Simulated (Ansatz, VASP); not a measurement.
# Ti6H: VASP beside Ansatz

```xyz
14
Lattice="5.6639 0.0000 0.0000 0.0000 4.5793 0.0000 0.0000 0.0000 24.5507" Properties=species:S:1:pos:R:3 pbc="T T T"
Ti    1.4160    0.0000    4.0000
Ti    4.2480    0.0000    4.0000
Ti    0.0000    2.2897    5.3219
Ti    2.8320    2.2897    5.3219
Ti    1.4160    0.0000    6.6439
Ti    4.2480    0.0000    6.6439
Ti    1.4160    2.2897    7.9952
Ti    4.2480    2.2897    7.9952
Ti    0.0000    0.0000    9.2793
Ti    2.8320    0.0000    9.2793
Ti    1.4160    2.2897   10.5507
Ti    4.2480    2.2897   10.5507
H    -1.1175    0.0000   12.2807
H     1.1175    0.0000   12.2807
```

Alike in both runs: task single point; functional PBE; k mesh 5 × 6 × 1; occupations gaussian, width 0.1 eV; no spin polarisation.

```csv
,VASP,Ansatz
version,VASP 6.6.1,Ansatz 0.2.0
potentials or method,"VASP PAW PBE potentials, release 64 (Ti_sv, H), cutoff 520 eV","scalar-relativistic, plane waves, PAW"
valence electrons in the cell,146,146
```

Ansatz gave:

* gap on the k mesh at the Fermi level (eV): none
* rms of the force components (eV/Å): 0.386

What did VASP give for the same quantities?

gap on the k mesh at the Fermi level (eV): none; rms of the force components (eV/Å): 0.385.

Atom by atom the forces differ by 0.003 eV/Å (rms over components). A gap of «none» marks a metal or a gap that the smearing closes.
